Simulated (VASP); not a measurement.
A run of VASP 6.6.1:

The input INCAR:

```
PREC     = Accurate       # precision mode
ENCUT    = 520            # plane-wave cutoff, eV
EDIFF    = 1E-6           # SCF threshold, eV
ISMEAR   = 0              # smearing method
SIGMA    = 0.05           # smearing width, eV
LREAL    = F              # projectors in reciprocal space
LASPH    = T              # aspherical terms in the spheres
NELM     = 60             # most SCF steps
ALGO     = Normal         # electronic algorithm
ISIF     = 2              # what is computed and relaxed
LWAVE    = F              # write WAVECAR
LCHARG   = F              # write CHGCAR
GGA      = PE             # functional
NBANDS   = 33             # bands
```

KPOINTS

```
regular mesh
0
Gamma
  8 8 10
```

POSCAR

```
TiO2
1.0
    4.6210063696      0.0000000000      0.0000000000
    0.0000000000      4.6210063696      0.0000000000
    0.0000000000      0.0000000000      2.8331390052
Ti O
2 4
Direct
    0.0000000000      0.0000000000      0.0000000000
    0.5000000000      0.5000000000      0.5000000000
    0.3050970583      0.3050970583      0.0000000000
    0.1949029417      0.8050970583      0.5000000000
    0.6949029417      0.6949029417      0.0000000000
    0.8050970583      0.1949029417      0.5000000000
```

Potentials or basis: VASP PAW PBE potentials, release 64 (Ti_sv, O).

Run with:

```bash
$ cat potpaw_PBE.64/Ti_sv/POTCAR potpaw_PBE.64/O/POTCAR > POTCAR
$ mpirun -np 1 vasp_std > vasp.out
```

Hardware: 1 thread of Intel(R) Xeon(R) 6975P-C (Granite Rapids), with other jobs on the host.

Problem. Estimate the wall time of this run.

Solution. Wall time 66 s on 1 thread of Intel(R) Xeon(R) 6975P-C (Granite Rapids), with other jobs on the host, peak memory 0.26 GiB. Counts: scf iterations 15, k points 90.
